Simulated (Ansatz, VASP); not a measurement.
## One calculation of NaCl, two programs

```
Na Cl
1.0
     0.00000    2.80273    2.80273
     2.80273    0.00000    2.80273
     2.80273    2.80273    0.00000
Na Cl
1 1
Direct
  0.00000 0.00000 0.00000
  0.50000 0.50000 0.50000
```

Alike in both runs: task single point; functional PBE-based screened hybrid with a share of 0.3 of exact exchange and HFSCREEN = 0.5; k mesh 4 × 4 × 4; no spin polarisation.

```csv
,VASP,Ansatz
version,VASP 6.6.1,Ansatz 0.2.0
potentials or method,"VASP PAW PBE potentials, release 64 (Na_pv, Cl)",plane waves
plane-wave cutoff (eV),520,420
occupations,"gaussian, width 0.01 eV",fixed
valence electrons in the cell,14,16
```

```tsv
	VASP	Ansatz	Ansatz less VASP
gap on the k mesh at the Fermi level (eV)	6.06	6.07	+0.012
pressure (GPa)	0.7	0.7	-0.02
```

VASP's potentials were made for PBE, not for PBE-based screened hybrid. VASP's potentials hold 14 valence electrons a cell and Ansatz's 16, so a difference there can come from the potentials and not from the codes. Ansatz's warnings: stress exchange threshold loose, stress scf threshold loose.

The k mesh is coarse, so the values compare programs but aren't converged.
